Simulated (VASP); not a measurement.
# CdS (Fm-3m) in VASP: further runs, part 2 of 2

VASP 6.6.1. The steps go on from the part before.

## (4) Single point, r2SCAN+D4

This run uses another cell than the first one, of 20.05 Å³/atom, 1.018 times its volume.

Contents of POSCAR:

```
CdS
1.0
    0.0000000000      2.7166929377      2.7166929377
    2.7166929377      0.0000000000      2.7166929377
    2.7166929377      2.7166929377      0.0000000000
Cd S
1 1
Direct
    0.0000000000      0.0000000000      0.0000000000
    0.5000000000      0.5000000000      0.5000000000
```

Contents of INCAR.step1:

```
ALGO = Normal
EDIFF = 1E-4
ENCUT = 520
GGA = PE
ISMEAR = 0
LASPH = True
LCHARG = False
LREAL = False
LWAVE = True
NBANDS = 16
NELM = 80
PREC = Accurate
SIGMA = 0.01
```

Contents of INCAR.step2:

```
ALGO = Normal
EDIFF = 1E-6
ENCUT = 520
ISIF = 2
ISMEAR = 0
ISTART = 1
IVDW = 13
LASPH = True
LCHARG = False
LMIXTAU = True
LREAL = False
LWAVE = False
METAGGA = R2SCAN
NBANDS = 16
NELM = 80
PREC = Accurate
SIGMA = 0.01
VDW_A1 = 0.51559235
VDW_A2 = 5.77342911
VDW_S6 = 1.0
VDW_S8 = 0.6018749
```

Contents of KPOINTS:

```
k-points
0
Gamma
  5 5 5
```

Potentials or basis: VASP PAW PBE potentials, release 64 (Cd, S).

Started as:

```sh
cat potpaw_PBE.64/Cd/POTCAR potpaw_PBE.64/S/POTCAR > POTCAR
cp INCAR.step1 INCAR
mpirun -np 1 vasp_std > vasp.out
cp INCAR.step2 INCAR
mpirun -np 1 vasp_std > vasp.out
```

OUTCAR:

```text
EDIFF = 1E-6
   ENCUT = 520
   ISIF = 2
   ISMEAR = 0
   ISTART = 1
   IVDW = 13
   LASPH = True
   LREAL = False
   METAGGA = R2SCAN
   NELM = 80
   PREC = Accurate

 ion  position               nearest neighbor table
   1  0.000  0.000  0.000-   2 2.72   2 2.72   2 2.72   2 2.72   2 2.72   2 2.72
   2  0.500  0.500  0.500-   1 2.72   1 2.72   1 2.72   1 2.72   1 2.72   1 2.72

  LATTYP: Found a face centered cubic cell.
 ALAT       =     5.4333858754

  Lattice vectors:

 A1 = (   0.0000000000,   2.7166929377,   2.7166929377)
 A2 = (   2.7166929377,   0.0000000000,   2.7166929377)
 A3 = (   2.7166929377,   2.7166929377,   0.0000000000)

Analysis of symmetry for initial positions (statically):
=====================================================================
 Subroutine PRICEL returns:
 Original cell was already a primitive cell.

 Routine SETGRP: Setting up the symmetry group for a
 face centered cubic supercell.

 Subroutine GETGRP returns: Found 48 space group operations
 (whereof 48 operations were pure point group operations)
 out of a pool of 48 trial point group operations.

The static configuration has the point symmetry O_h .

Analysis of symmetry for dynamics (positions and initial velocities):
=====================================================================
 Subroutine PRICEL returns:
 Original cell was already a primitive cell.

 Routine SETGRP: Setting up the symmetry group for a
 face centered cubic supercell.

 Subroutine GETGRP returns: Found 48 space group operations
 (whereof 48 operations were pure point group operations)
 out of a pool of 48 trial point group operations.

The dynamic configuration has the point symmetry O_h .

 Subroutine INISYM returns: Found 48 space group operations
 (whereof 48 operations are pure point group operations),
 and found     1 'primitive' translations

----------------------------------------------------------------------------------------

                                     Primitive cell

  volume of cell :      40.1007

  direct lattice vectors                    reciprocal lattice vectors
     0.000000000  2.716692938  2.716692938    -0.184047300  0.184047300  0.184047300
     2.716692938  0.000000000  2.716692938     0.184047300 -0.184047300  0.184047300
     2.716692938  2.716692938  0.000000000     0.184047300  0.184047300 -0.184047300

  length of vectors
     3.841983997  3.841983997  3.841983997     0.318779275  0.318779275  0.318779275

  position of ions in fractional coordinates (direct lattice)
     0.000000000  0.000000000  0.000000000
     0.500000000  0.500000000  0.500000000

  ion indices of the primitive-cell ions
   primitive index   ion index
                 1           1
                 2           2

----------------------------------------------------------------------------------------

 KPOINTS: k-points

Automatic generation of k-mesh.
 Grid dimensions read from file:
 generate k-points for:    5    5    5

 Generating k-lattice:

  Cartesian coordinates                     Fractional coordinates (reciprocal lattice)
    -0.036809460  0.036809460  0.036809460     0.200000000  0.000000000  0.000000000
     0.036809460 -0.036809460  0.036809460     0.000000000  0.200000000  0.000000000
     0.036809460  0.036809460 -0.036809460     0.000000000  0.000000000  0.200000000

  Length of vectors
     0.063755855  0.063755855  0.063755855

  Shift w.r.t. Gamma in fractional coordinates (k-lattice)
     0.000000000  0.000000000  0.000000000

 Subroutine IBZKPT returns following result:
 ===========================================

 Found     10 irreducible k-points:

 Following reciprocal coordinates:
            Coordinates               Weight
  0.000000  0.000000  0.000000      1.000000
  0.200000  0.000000  0.000000      8.000000
  0.400000  0.000000  0.000000      8.000000
  0.200000  0.200000  0.000000      6.000000
  0.400000  0.200000  0.000000     24.000000
 -0.400000  0.200000  0.000000     24.000000
 -0.200000  0.200000  0.000000     12.000000
  0.400000  0.400000  0.000000      6.000000
 -0.400000  0.400000  0.000000     12.000000
 -0.400000  0.400000  0.200000     24.000000
   k-points           NKPTS =     10   k-points in BZ     NKDIM =     10   number of bands    NBANDS=     16
   number of dos      NEDOS =    301   number of ions     NIONS =      2
   total plane-waves  NPLWV =  27000
   dimension x,y,z NGX =    30 NGY =   30 NGZ =   30
   dimension x,y,z NGXF=    60 NGYF=   60 NGZF=   60
   ions per type =               1   1
   NGX,Y,Z   is equivalent  to a cutoff of  12.98, 12.98, 12.98 a.u.
   NGXF,Y,Z  is equivalent  to a cutoff of  25.96, 25.96, 25.96 a.u.
 SYSTEM =  unknown system
   PREC   = accura    normal or accurate (medium, high low for compatibility)
   ISTART =      1    job   : 0-new  1-cont  2-samecut
   ICHARG =      0    charge: 1-file 2-atom 10-const
   ISPIN  =      1    spin polarized calculation?
   LNONCOLLINEAR =      F non collinear calculations
   LSORBIT =      F    spin-orbit coupling
   LASPH  =      T    aspherical Exc in radial PAW
   ENCUT  =  520.0 eV  38.22 Ry    6.18 a.u.   7.14  7.14  7.14*2*pi/ulx,y,z
   NELM   =     80;   NELMIN=  2; NELMDL=  0     # of ELM steps
   EDIFF  = 0.1E-05   stopping-criterion for ELM
   LREAL  =      F    real-space projection
   EDIFFG = 0.1E-04   stopping-criterion for IOM
   NSW    =      0    number of steps for IOM
   IBRION =     -1    ionic relax: 0-MD 1-quasi-New 2-CG
   NFREE  =      0    steps in history (QN), initial steepest desc. (CG)
   ISIF   =      2    stress and relaxation
   ISYM   =      2    0-nonsym 1-usesym 2-fastsym
   POTIM  = 0.5000    time-step for ionic-motion
   TEBEG  =    0.0;   TEEND  =   0.0 temperature during run
   PSTRESS=    0.0 pullay stress
   NELECT =      18.0000    total number of electrons
   NUPDOWN=      -1.0000    fix difference up-down
   EMIN   =  10.00;   EMAX   =-10.00  energy-range for DOS
   EFERMI =   0.00;   METHOD = LEGACY
   ISMEAR =     0;   SIGMA  =   0.01  broadening in eV -4-tet -1-fermi 0-gaus
   EFERMI_NEDOS =   21; number of points for ismear=-14 and -15
   IALGO  =     38    algorithm
   IMIX   =      4    mixing-type and parameters
     AMIX     =   0.40;   BMIX     =  1.00
     AMIX_MAG =   1.60;   BMIX_MAG =  1.00
  volume/ion in A,a.u.               =      20.05       135.31
  Fermi-wavevector in a.u.,A,eV,Ry     =   1.253473  2.368721 21.377413  1.571196
  Thomas-Fermi vector in A             =   2.387324
   LORBIT       =      0    0 simple, 1 ext, 2 COOP (PROOUT), +10 PAW based schemes
   METAGGA = R2SCAN    functional components
   LHFCALC =     F    Hartree Fock is set to
   AEXX    =    0.0000 exact exchange contribution
   IVDW    =    13    specifies the selected vdW correction
   LEPSILON=     F    determine dielectric tensor
   LRPA    =     F    only Hartree local field effects (RPA)
 non-spin polarized calculation
 Gauss-broadening in eV      SIGMA  =   0.01
  energy-cutoff  :      520.00
  volume of cell :       40.10
 maximum number of plane-waves:      1091
 NGX is ok and might be reduce to    30
   NGX = 15   NGY = 15   NGZ = 15

 number of electron      18.0000001 magnetization

 Free energy of the ion-electron system (eV)
  ---------------------------------------------------
  ext. energy  EPLUGINS =         0.00000000
  ---------------------------------------------------
  free energy    TOTEN  =       -29.50446766 eV

  energy without entropy =      -29.50446766  energy(sigma->0) =      -29.50446766

 E-fermi :   2.9627     XC(G=0): -11.0614

 val. band max:        2.8789816634   @ k =  -0.2000   0.2000   0.0000
 cond. band min:       4.1119630949   @ k =   0.4000   0.4000   0.0000
 fundamental gap:      1.2329814314
 Fermi energy:         2.9626797367

 k-point     1 :       0.0000    0.0000    0.0000
  band No.  band energies     occupation
      1     -10.5472      2.00000
      2      -5.0245      2.00000
      3      -5.0245      2.00000
      4      -5.0238      2.00000
      5      -5.0238      2.00000
      6      -5.0238      2.00000
[... 8 lines left out ...]
     15      15.3361      0.00000
     16      15.3361      0.00000
[... 153 lines left out ...]
 k-point    10 :      -0.4000    0.4000    0.2000
  band No.  band energies     occupation
      1      -9.4680      2.00000
      2      -5.1895      2.00000
      3      -5.0786      2.00000
      4      -4.9946      2.00000
      5      -4.7778      2.00000
      6      -4.4473      2.00000
[... 8 lines left out ...]
     15      16.9044      0.00000
     16      19.1174      0.00000

------------------------ aborting loop because EDIFF is reached ----------------------------------------

  DFT-D4 for vdW energy calculation

  Edisp (eV):   -0.28507

  FORCE on cell =-STRESS in cart. coord.  units (eV):
  Direction    XX          YY          ZZ          XY          YZ          ZX
  --------------------------------------------------------------------------------------
  -------------------------------------------------------------------------------------
  Total       0.12546     0.12546     0.12546    -0.00000    -0.00000     0.00000
  in kB       5.01268     5.01268     5.01268    -0.00000    -0.00000     0.00000
  external pressure =        5.01 kB  Pullay stress =        0.00 kB

 VOLUME and BASIS-vectors are now :
 -----------------------------------------------------------------------------
  energy-cutoff  :      520.00
  volume of cell :       40.10
      direct lattice vectors                 reciprocal lattice vectors
     0.000000000  2.716692938  2.716692938    -0.184047300  0.184047300  0.184047300
     2.716692938  0.000000000  2.716692938     0.184047300 -0.184047300  0.184047300
     2.716692938  2.716692938  0.000000000     0.184047300  0.184047300 -0.184047300

 POSITION                                       TOTAL-FORCE (eV/Angst)
 -----------------------------------------------------------------------------------
      0.00000      0.00000      0.00000         0.000000     -0.000000     -0.000000
      2.71669      2.71669      2.71669        -0.000000      0.000000      0.000000
 -----------------------------------------------------------------------------------
    total drift:                               -0.000000      0.000000      0.000000

  FREE ENERGIE OF THE ION-ELECTRON SYSTEM (eV)
  ---------------------------------------------------
  free  energy   TOTEN  =       -29.7895413437 eV

  energy  without entropy=      -29.7895413437  energy(sigma->0) =      -29.78954134
```

Run time: 22 s. Hardware: 1 thread of Intel Xeon 6975P-C, shared host; peak memory 0.17 GiB.

What came out:

```yaml
Free_energy: -29.7895 eV
Pressure: 0.5 GPa
Band_gap_on_the_k_mesh: 1.23 eV, indirect (least direct gap 2.43 eV)
Dispersion_energy_per_atom: -0.143 eV
```

Caveat: the PAW data sets were made with another functional, which shifts forces and pressure a little.

## (5) Relaxation of cell and atoms, PBEsol

This run uses another cell than the first one, of 20.87 Å³/atom, 1.060 times its volume.

Contents of INCAR:

```
PREC = Accurate
ENCUT = 600
EDIFF = 1E-7
ISMEAR = 0
SIGMA = 0.01
LREAL = False
LASPH = True
NELM = 80
ALGO = Normal
ISIF = 3
LWAVE = False
LCHARG = False
GGA = PS
IBRION = 2
NSW = 80
EDIFFG = -0.01
```

Contents of KPOINTS:

```
Automatic mesh
0
Gamma
  5 5 5
```

Contents of POSCAR:

```
CdS
1.0
    0.0000000000      2.7532440000      2.7532440000
    2.7532440000      0.0000000000      2.7532440000
    2.7532440000      2.7532440000      0.0000000000
Cd S
1 1
Direct
    0.0000000000      0.0000000000      0.0000000000
    0.5000000000      0.5000000000      0.5000000000
```

Potentials or basis: VASP PAW PBE potentials, release 64 (Cd, S).

Started as:

```sh
cat potpaw_PBE.64/Cd/POTCAR potpaw_PBE.64/S/POTCAR > POTCAR
mpirun -np 1 vasp_std > vasp.out
```

OUTCAR:

```text
PREC = Accurate
   ENCUT = 600
   EDIFF = 1E-7
   ISMEAR = 0
   LREAL = False
   LASPH = True
   NELM = 80
   ISIF = 3
   GGA = PS
   IBRION = 2
   NSW = 80
   EDIFFG = -0.01

 ion  position               nearest neighbor table
   1  0.000  0.000  0.000-   2 2.75   2 2.75   2 2.75   2 2.75   2 2.75   2 2.75
   2  0.500  0.500  0.500-   1 2.75   1 2.75   1 2.75   1 2.75   1 2.75   1 2.75

  LATTYP: Found a face centered cubic cell.
 ALAT       =     5.5064880000

  Lattice vectors:

 A1 = (   0.0000000000,   2.7532440000,   2.7532440000)
 A2 = (   2.7532440000,   0.0000000000,   2.7532440000)
 A3 = (   2.7532440000,   2.7532440000,   0.0000000000)

Analysis of symmetry for initial positions (statically):
=====================================================================
 Subroutine PRICEL returns:
 Original cell was already a primitive cell.

 Routine SETGRP: Setting up the symmetry group for a
 face centered cubic supercell.

 Subroutine GETGRP returns: Found 48 space group operations
 (whereof 48 operations were pure point group operations)
 out of a pool of 48 trial point group operations.

The static configuration has the point symmetry O_h .
[... 138 lines left out ...]

 number of electron      17.9999999 magnetization

 Free energy of the ion-electron system (eV)
  ---------------------------------------------------
  ext. energy  EPLUGINS =         0.00000000
  ---------------------------------------------------
  free energy    TOTEN  =        -6.59549675 eV

  energy without entropy =       -6.59549675  energy(sigma->0) =       -6.59549675

------------------------ aborting loop because EDIFF is reached ----------------------------------------

  FORCE on cell =-STRESS in cart. coord.  units (eV):
  Direction    XX          YY          ZZ          XY          YZ          ZX
  --------------------------------------------------------------------------------------
  -------------------------------------------------------------------------------------
  Total       -1.0117414     -1.0117414     -1.0117414     -0.0000000     -0.0000000     -0.0000000
  in kB      -38.8343466    -38.8343466    -38.8343466     -0.0000000     -0.0000000     -0.0000000
  external PRESSURE =     -38.8343466 kB  Pullay stress =       0.0000000 kB
[... 59 lines left out ...]
--------------------------------------- Ionic step        3  -------------------------------------------

 number of electron      18.0000000 magnetization

 Free energy of the ion-electron system (eV)
  ---------------------------------------------------
  ext. energy  EPLUGINS =         0.00000000
  ---------------------------------------------------
  free energy    TOTEN  =        -6.62260037 eV

  energy without entropy =       -6.62260037  energy(sigma->0) =       -6.62260037

 E-fermi :   3.2068     XC(G=0): -10.7633

 val. band max:        3.1588321558   @ k =  -0.2000   0.2000   0.0000
 cond. band min:       3.7849371094   @ k =   0.4000   0.4000   0.0000
 fundamental gap:      0.6261049537
 Fermi energy:         3.2067777469

 k-point     1 :       0.0000    0.0000    0.0000
  band No.  band energies     occupation
      1      -9.9018      2.00000
      2      -4.5457      2.00000
      3      -4.5457      2.00000
      4      -4.5440      2.00000
      5      -4.5440      2.00000
      6      -4.5440      2.00000
      7       2.3353      2.00000
      8       2.3353      2.00000
      9       2.3353      2.00000
     10       4.0848      0.00000
     11      12.3046      0.00000
     12      12.3046      0.00000
     13      12.3046      0.00000
[... 171 lines left out ...]
  FREE ENERGIE OF THE ION-ELECTRON SYSTEM (eV)
  ---------------------------------------------------
  free  energy   TOTEN  =        -6.6226003652 eV

  energy  without entropy=       -6.6226003652  energy(sigma->0) =       -6.62260037

 reached required accuracy - stopping structural energy minimisation
```

OSZICAR:

```text
N       E                     dE             d eps       ncg     rms          rms(c)
DAV:   1     0.116338115592E+03    0.11634E+03   -0.10145E+04   260   0.146E+03
DAV:   2    -0.251460333698E+01   -0.11885E+03   -0.11354E+03   290   0.311E+02
DAV:   3    -0.711737442468E+01   -0.46028E+01   -0.45931E+01   330   0.639E+01
[... 27 lines left out ...]
DAV:   4    -0.662266321686E+01    0.79032E-03   -0.11331E-03   270   0.345E-01    0.154E-01
DAV:   5    -0.662260045567E+01    0.62761E-04   -0.15367E-04   300   0.201E-01    0.291E-02
DAV:   6    -0.662260001806E+01    0.43761E-06   -0.24307E-05   265   0.677E-02    0.184E-02
DAV:   7    -0.662260044026E+01   -0.42220E-06   -0.13690E-06   285   0.973E-03    0.976E-03
DAV:   8    -0.662260036523E+01    0.75033E-07   -0.43127E-07   260   0.668E-03
   3 F= -.66226004E+01 E0= -.66226004E+01  d E =-.271036E-01
```

It took 11 s on 1 thread of Intel Xeon 6975P-C, shared host; peak memory 0.18 GiB.

What came out:

- Free energy: -6.6226 eV
- Relaxed volume: 19.81 Å³/atom
- Relaxed cell: a = 3.826 Å, b = 3.826 Å, c = 3.826 Å, α = 60.00°, β = 60.00°, γ = 60.00°
- Space group after relaxing (to 0.05 Å): Fm-3m (No. 225)
- Energy gained by relaxing: 13.6 meV/atom
- Ionic steps: 3
- Pressure after relaxing: 0.0 GPa
- Band gap on the k mesh: 0.63 eV, indirect (least direct gap 1.75 eV)

The path:
| step | energy change (eV) | largest force (eV/Å) | pressure (GPa) | volume (Å³) |
| --- | --- | --- | --- | --- |
| 1 | 0.0000 | 0.0000 | -3.88 | 41.74 |
| 2 | -0.0220 | 0.0000 | 1.95 | 38.76 |
| 3 | -0.0271 | 0.0000 | 0.00 | 39.62 |

Final structure:
```yaml
crystal:
  lattice:
    - [0.00000, 2.70569, 2.70569]
    - [2.70569, 0.00000, 2.70569]
    - [2.70569, 2.70569, 0.00000]
  atoms:
    - { symbol: Cd, position: [0.00000, 0.00000, 0.00000] }
    - { symbol: S, position: [0.50000, 0.50000, 0.50000] }
```

Caveat: the PAW data sets were made with another functional, which shifts forces and pressure a little.

## (6) Overview

```tsv
task	level	cell	cutoff (eV)	gap on the mesh (eV)	pressure (GPa)
single point	PBEsol	a = 3.819 Å, angles 60.0°, 2 atoms	520	0.63	0.5
single point	r2SCAN	a = 3.858 Å, angles 60.0°, 2 atoms	520	1.23	0.5
single point	r2SCAN+D4	a = 3.842 Å, angles 60.0°, 2 atoms	520	1.23	0.5
relaxation of cell and atoms	PBEsol	relaxed from a = 3.894 Å, angles 60.0°, 2 atoms	600	0.63	0.0
```

Alike in all rows: potentials or basis VASP PAW PBE potentials, release 64 (Cd, S); no spin polarisation; k mesh 5 × 5 × 5; smearing gaussian 0.01 eV.

Caveats: the PAW data sets were made with another functional, which shifts forces and pressure a little.

Absolute energies hang on the potentials; compare differences alone.
